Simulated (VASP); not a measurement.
NaHg3:

```
CELL_PARAMETERS angstrom
4.64063 0.00000 0.00000
0.00000 4.64063 0.00000
0.00000 0.00000 4.64063
ATOMIC_POSITIONS crystal
Na 0.00000 0.00000 0.00000
Hg 0.00000 0.50000 0.50000
Hg 0.50000 0.00000 0.50000
Hg 0.50000 0.50000 0.00000
```

Base run:

| Quantity | Value |
| --- | --- |
| Program | VASP 6.6.1 |
| Functional | PBEsol |
| Potentials or basis | VASP PAW PBE potentials, release 64 (Na_pv, Hg) |
| Cutoff | 520 eV |
| k mesh | 5 × 5 × 5 |
| Occupations | fermi-dirac, width 0.1 eV |
| Spin | no spin polarisation |

Its results: pressure -1.7 GPa.

The run is repeated on the same cell with these changes: k mesh from 5 × 5 × 5 to 2 × 2 × 2. What comes out?

Pressure -4.0 GPa.

Caveats: some runs use coarse meshes; the PAW data sets were made with another functional, which shifts forces and pressure a little.
